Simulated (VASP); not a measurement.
A run of VASP 6.6.1:

The input POSCAR:

```
GaN
1.0
    0.0000000000      2.2230441631      2.2230441631
    2.2230441631      0.0000000000      2.2230441631
    2.2230441631      2.2230441631      0.0000000000
Ga N
1 1
Direct
    0.0000000000      0.0000000000      0.0000000000
    0.2500000000      0.2500000000      0.2500000000
```

Contents of INCAR.step1:

```
  ALGO = Normal
  EDIFF = 1E-4
  ENCUT = 520
  GGA = PE
  ISMEAR = -1
  LASPH = T
  LCHARG = F
  LREAL = F
  LWAVE = T
  NBANDS = 16
  NELM = 80
  PREC = Accurate
  SIGMA = 0.05
```

INCAR.step2

```
  ALGO = Normal
  BPARAM = 11.95
  CPARAM = 0.0093
  EDIFF = 1E-6
  ENCUT = 520
  ISIF = 2
  ISMEAR = -1
  ISTART = 1
  IVDW_NL = 2
  LASPH = T
  LCHARG = T
  LELF = T
  LMIXTAU = T
  LREAL = F
  LUSE_VDW = T
  LVHAR = T
  LWAVE = F
  METAGGA = R2SCAN
  NBANDS = 16
  NELM = 80
  PREC = Accurate
  SIGMA = 0.05
```

File KPOINTS:

```
k-points
0
Gamma
  10 10 10
```

Potentials or basis: VASP PAW PBE potentials, release 64 (Ga_d, N).

The run is started by

```console
$ cat potpaw_PBE.64/Ga_d/POTCAR potpaw_PBE.64/N/POTCAR > POTCAR
$ cp INCAR.step1 INCAR
$ mpirun -np 1 vasp_std > vasp.out
$ cp INCAR.step2 INCAR
$ mpirun -np 1 vasp_std > vasp.out
```

Hardware: 1 thread of AMD EPYC 7R13, on a shared host.

Task: How long does it take, and how much memory?

Result: It took 3 min on 1 thread of AMD EPYC 7R13 (shared host), peak memory 0.19 GiB. Counts: k points 47.
